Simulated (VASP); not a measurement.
# MgO (Fm-3m) in VASP: notebook

Runs on MgO. Level: PBEsol. Tasks: single point, relaxation of cell and atoms.

Program: VASP 6.6.1. These are calculated values, not measurements. Logs are shortened: lines on timing, memory, paths and dates and some standing lists are left out, and cuts for length are marked.

## Step 1: The cell of the first run

Symmetry: Fm-3m, No. 225, cubic system. Conventional cell: a = 4.214 Å, b = 4.214 Å, c = 4.214 Å, α = 90.00°, β = 90.00°, γ = 90.00°. Within 2.8 Å of Mg (site symmetry m-3m) lie 6 O at 2.11 Å. Within 2.8 Å of O (site symmetry m-3m) lie 6 Mg at 2.11 Å.

## Step 2: Single point, PBEsol

Contents of INCAR:

```
SYSTEM = MgO
ALGO     = Normal         ! electronic algorithm
EDIFF    = 1E-6           ! SCF threshold, eV
ENCUT    = 520            ! plane-wave cutoff, eV
GGA      = PS             ! functional
ISIF     = 2              ! what is computed and relaxed
ISMEAR   = 0              ! smearing method
LASPH    = .TRUE.         ! aspherical terms in the spheres
LCHARG   = .TRUE.         ! write CHGCAR
LELF     = .TRUE.         ! ELF
LREAL    = .FALSE.        ! projectors in reciprocal space
LVHAR    = .TRUE.       
LWAVE    = .FALSE.        ! write WAVECAR
NBANDS   = 11             ! bands
NELM     = 80             ! most SCF steps
PREC     = Accurate       ! precision mode
SIGMA    = 0.02           ! smearing width, eV
```

Contents of KPOINTS:

```
k-points
0
G
  10 10 10
  0 0 0
```

Contents of POSCAR:

```
MgO
1.0
    0.0000000000      2.1070232062      2.1070232062
    2.1070232062      0.0000000000      2.1070232062
    2.1070232062      2.1070232062      0.0000000000
Mg O
1 1
Direct
    0.0000000000      0.0000000000      0.0000000000
    0.5000000000      0.5000000000      0.5000000000
```

Potentials or basis: VASP PAW PBE potentials, release 64 (Mg, O).

Run with:

```sh
$ cat potpaw_PBE.64/Mg/POTCAR potpaw_PBE.64/O/POTCAR > POTCAR
$ mpirun -np 1 vasp_std > vasp.out
```

OUTCAR:

```text
SYSTEM = MgO
   EDIFF = 1E-6
   ENCUT = 520
   GGA = PS
   ISIF = 2
   ISMEAR = 0
   LASPH = .TRUE.
   LREAL = .FALSE.
   NELM = 80
   PREC = Accurate

 ion  position               nearest neighbor table
   1  0.000  0.000  0.000-   2 2.11   2 2.11   2 2.11   2 2.11   2 2.11   2 2.11
   2  0.500  0.500  0.500-   1 2.11   1 2.11   1 2.11   1 2.11   1 2.11   1 2.11

  LATTYP: Found a face centered cubic cell.
 ALAT       =     4.2140464124

  Lattice vectors:

 A1 = (   0.0000000000,   2.1070232062,   2.1070232062)
 A2 = (   2.1070232062,   0.0000000000,   2.1070232062)
 A3 = (   2.1070232062,   2.1070232062,   0.0000000000)

Analysis of symmetry for initial positions (statically):
=====================================================================
 Subroutine PRICEL returns:
 Original cell was already a primitive cell.

 Routine SETGRP: Setting up the symmetry group for a
 face centered cubic supercell.

 Subroutine GETGRP returns: Found 48 space group operations
 (whereof 48 operations were pure point group operations)
 out of a pool of 48 trial point group operations.

The static configuration has the point symmetry O_h .

Analysis of symmetry for dynamics (positions and initial velocities):
=====================================================================
 Subroutine PRICEL returns:
 Original cell was already a primitive cell.

 Routine SETGRP: Setting up the symmetry group for a
 face centered cubic supercell.

 Subroutine GETGRP returns: Found 48 space group operations
 (whereof 48 operations were pure point group operations)
 out of a pool of 48 trial point group operations.

The dynamic configuration has the point symmetry O_h .

 Subroutine INISYM returns: Found 48 space group operations
 (whereof 48 operations are pure point group operations),
 and found     1 'primitive' translations

----------------------------------------------------------------------------------------

                                     Primitive cell

  volume of cell :      18.7085

  direct lattice vectors                    reciprocal lattice vectors
     0.000000000  2.107023206  2.107023206    -0.237301610  0.237301610  0.237301610
     2.107023206  0.000000000  2.107023206     0.237301610 -0.237301610  0.237301610
     2.107023206  2.107023206  0.000000000     0.237301610  0.237301610 -0.237301610

  length of vectors
     2.979780794  2.979780794  2.979780794     0.411018446  0.411018446  0.411018446

  position of ions in fractional coordinates (direct lattice)
     0.000000000  0.000000000  0.000000000
     0.500000000  0.500000000  0.500000000

  ion indices of the primitive-cell ions
   primitive index   ion index
                 1           1
                 2           2

----------------------------------------------------------------------------------------

 KPOINTS: k-points

Automatic generation of k-mesh.
 Grid dimensions read from file:
 generate k-points for:   10   10   10

 Generating k-lattice:

  Cartesian coordinates                     Fractional coordinates (reciprocal lattice)
    -0.023730161  0.023730161  0.023730161     0.100000000  0.000000000  0.000000000
     0.023730161 -0.023730161  0.023730161     0.000000000  0.100000000  0.000000000
     0.023730161  0.023730161 -0.023730161     0.000000000  0.000000000  0.100000000

  Length of vectors
     0.041101845  0.041101845  0.041101845

  Shift w.r.t. Gamma in fractional coordinates (k-lattice)
     0.000000000  0.000000000  0.000000000

 Subroutine IBZKPT returns following result:
 ===========================================

 Found     47 irreducible k-points:

 Following reciprocal coordinates:
            Coordinates               Weight
  0.000000  0.000000  0.000000      1.000000
  0.100000  0.000000  0.000000      8.000000
  0.200000  0.000000  0.000000      8.000000
  0.300000  0.000000  0.000000      8.000000
  0.400000  0.000000  0.000000      8.000000
  0.500000  0.000000  0.000000      4.000000
[... 16 lines left out ...]
  0.300000  0.300000  0.000000      6.000000
  0.400000  0.300000  0.000000     24.000000
 [... further k-points ...]
   k-points           NKPTS =     47   k-points in BZ     NKDIM =     47   number of bands    NBANDS=     11
   number of dos      NEDOS =    301   number of ions     NIONS =      2
   total plane-waves  NPLWV =  13824
   dimension x,y,z NGX =    24 NGY =   24 NGZ =   24
   dimension x,y,z NGXF=    48 NGYF=   48 NGZF=   48
   ions per type =               1   1
   NGX,Y,Z   is equivalent  to a cutoff of  13.39, 13.39, 13.39 a.u.
   NGXF,Y,Z  is equivalent  to a cutoff of  26.78, 26.78, 26.78 a.u.
 SYSTEM =  MgO
   PREC   = accura    normal or accurate (medium, high low for compatibility)
   ISTART =      0    job   : 0-new  1-cont  2-samecut
   ICHARG =      2    charge: 1-file 2-atom 10-const
   ISPIN  =      1    spin polarized calculation?
   LNONCOLLINEAR =      F non collinear calculations
   LSORBIT =      F    spin-orbit coupling
   LASPH  =      T    aspherical Exc in radial PAW
   ENCUT  =  520.0 eV  38.22 Ry    6.18 a.u.   5.54  5.54  5.54*2*pi/ulx,y,z
   NELM   =     80;   NELMIN=  2; NELMDL= -5     # of ELM steps
   EDIFF  = 0.1E-05   stopping-criterion for ELM
   LREAL  =      F    real-space projection
   EDIFFG = 0.1E-04   stopping-criterion for IOM
   NSW    =      0    number of steps for IOM
   IBRION =     -1    ionic relax: 0-MD 1-quasi-New 2-CG
   NFREE  =      0    steps in history (QN), initial steepest desc. (CG)
   ISIF   =      2    stress and relaxation
   ISYM   =      2    0-nonsym 1-usesym 2-fastsym
   POTIM  = 0.5000    time-step for ionic-motion
   TEBEG  =    0.0;   TEEND  =   0.0 temperature during run
   PSTRESS=    0.0 pullay stress
   NELECT =       8.0000    total number of electrons
   NUPDOWN=      -1.0000    fix difference up-down
   EMIN   =  10.00;   EMAX   =-10.00  energy-range for DOS
   EFERMI =   0.00;   METHOD = LEGACY
   ISMEAR =     0;   SIGMA  =   0.02  broadening in eV -4-tet -1-fermi 0-gaus
   EFERMI_NEDOS =   21; number of points for ismear=-14 and -15
   IALGO  =     38    algorithm
   IMIX   =      4    mixing-type and parameters
     AMIX     =   0.40;   BMIX     =  1.00
     AMIX_MAG =   1.60;   BMIX_MAG =  1.00
  volume/ion in A,a.u.               =       9.35        63.13
  Fermi-wavevector in a.u.,A,eV,Ry     =   1.233367  2.330725 20.697089  1.521193
  Thomas-Fermi vector in A             =   2.368100
   LORBIT       =      0    0 simple, 1 ext, 2 COOP (PROOUT), +10 PAW based schemes
   GGA     = PS    functional components
   LHFCALC =     F    Hartree Fock is set to
   AEXX    =    0.0000 exact exchange contribution
   IVDW    =     0    specifies the selected vdW correction
   LEPSILON=     F    determine dielectric tensor
   LRPA    =     F    only Hartree local field effects (RPA)
 non-spin polarized calculation
 Gauss-broadening in eV      SIGMA  =   0.02
  energy-cutoff  :      520.00
  volume of cell :       18.71
 maximum number of plane-waves:       531
 NGX is ok and might be reduce to    24
   NGX = 11   NGY = 11   NGZ = 11

 number of electron       8.0000005 magnetization

 Free energy of the ion-electron system (eV)
  ---------------------------------------------------
  ext. energy  EPLUGINS =         0.00000000
  ---------------------------------------------------
  free energy    TOTEN  =       -12.51247596 eV

  energy without entropy =      -12.51247596  energy(sigma->0) =      -12.51247596

 E-fermi :   3.1490     XC(G=0): -11.3035

 val. band max:        3.0567327618   @ k =   0.0000   0.0000   0.0000
 cond. band min:       7.6773551877   @ k =   0.0000   0.0000   0.0000
 fundamental gap:      4.6206224259
 Fermi energy:         3.1490132904

 k-point     1 :       0.0000    0.0000    0.0000
  band No.  band energies     occupation
      1     -14.1418      2.00000
      2       3.0567      2.00000
      3       3.0567      2.00000
      4       3.0567      2.00000
      5       7.6774      0.00000
      6      18.6807      0.00000
      7      18.6807      0.00000
      8      18.6807      0.00000
      9      22.5196      0.00000
     10      24.4016      0.00000
     11      24.4016      0.00000

 k-point     2 :       0.1000    0.0000    0.0000
  band No.  band energies     occupation
      1     -14.0343      2.00000
      2       2.3934      2.00000
      3       2.9882      2.00000
      4       2.9882      2.00000
      5       8.3119      0.00000
      6      17.4197      0.00000
      7      18.9217      0.00000
      8      18.9217      0.00000
      9      23.6750      0.00000
     10      23.6750      0.00000
     11      24.1971      0.00000

 k-point     3 :       0.2000    0.0000    0.0000
  band No.  band energies     occupation
      1     -13.7383      2.00000
      2       1.0567      2.00000
      3       2.8147      2.00000
      4       2.8147      2.00000
      5       9.5051      0.00000
      6      15.9129      0.00000
      7      19.4110      0.00000
      8      19.4110      0.00000
      9      22.9796      0.00000
     10      22.9796      0.00000
     11      25.1554      0.00000
[... 267 lines left out ...]
 k-point    23 :       0.3000    0.3000    0.0000
  band No.  band energies     occupation
      1     -13.1318      2.00000
      2      -0.1360      2.00000
      3       2.1077      2.00000
      4       2.1077      2.00000
      5      11.8091      0.00000
      6      13.2901      0.00000
      7      17.3487      0.00000
      8      20.8368      0.00000
      9      20.8368      0.00000
     10      27.0642      0.00000
     11      30.3199      0.00000

 k-point    24 :       0.4000    0.3000    0.0000
  band No.  band energies     occupation
      1     -12.8787      2.00000
      2      -0.5659      2.00000
      3       1.7356      2.00000
      4       1.9589      2.00000
      5      12.5099      0.00000
      6      13.0572      0.00000
      7      16.5212      0.00000
      8      21.0832      0.00000
      9      21.2874      0.00000
     10      27.8020      0.00000
     11      29.9214      0.00000

 [... further k-points ...]

------------------------ aborting loop because EDIFF is reached ----------------------------------------

  FORCE on cell =-STRESS in cart. coord.  units (eV):
  Direction    XX          YY          ZZ          XY          YZ          ZX
  --------------------------------------------------------------------------------------
  -------------------------------------------------------------------------------------
  Total       -0.0589728     -0.0589728     -0.0589728      0.0000000     -0.0000000     -0.0000000
  in kB       -5.0503827     -5.0503827     -5.0503827      0.0000000     -0.0000000     -0.0000000
  external PRESSURE =      -5.0503827 kB  Pullay stress =       0.0000000 kB

 VOLUME and BASIS-vectors are now :
 -----------------------------------------------------------------------------
  energy-cutoff  :      520.00
  volume of cell :       18.71
      direct lattice vectors                 reciprocal lattice vectors
     0.000000000  2.107023206  2.107023206    -0.237301610  0.237301610  0.237301610
     2.107023206  0.000000000  2.107023206     0.237301610 -0.237301610  0.237301610
     2.107023206  2.107023206  0.000000000     0.237301610  0.237301610 -0.237301610

 POSITION                                       TOTAL-FORCE (eV/Angst)
 -----------------------------------------------------------------------------------
      0.00000      0.00000      0.00000         0.000000      0.000000      0.000000
      2.10702      2.10702      2.10702        -0.000000     -0.000000     -0.000000
 -----------------------------------------------------------------------------------
    total drift:                               -0.000000     -0.000000      0.000000

  FREE ENERGIE OF THE ION-ELECTRON SYSTEM (eV)
  ---------------------------------------------------
  free  energy   TOTEN  =       -12.5124759564 eV

  energy  without entropy=      -12.5124759564  energy(sigma->0) =      -12.51247596
```

Wall time 5.8 s (1 thread of Intel Xeon 6975P-C (Granite Rapids), shared host); peak memory 0.14 GiB.

Results:

```yaml
Free_energy: -12.5125 eV
Pressure: -0.5 GPa
Band_gap_on_the_k_mesh: 4.62 eV, direct
```

Levels at points of the mesh, in eV from the valence-band top:
| k point | band 1 | band 2 | band 3 | band 4 | band 5 | band 6 | band 7 | band 8 |
| --- | --- | --- | --- | --- | --- | --- | --- | --- |
| (0.00, 0.00, 0.00) | -17.20 | 0.00 | 0.00 | 0.00 | 4.62 | 15.62 | 15.62 | 15.62 |
| (0.50, 0.00, 0.00) | -15.89 | -4.67 | -0.66 | -0.66 | 7.74 | 12.49 | 16.16 | 16.16 |
| (0.50, 0.50, 0.00) | -15.62 | -4.14 | -1.36 | -1.36 | 8.92 | 9.86 | 12.96 | 18.82 |

Caveat: the PAW data sets were made with another functional, which shifts forces and pressure a little.

(Continued in part 2 of 2.)
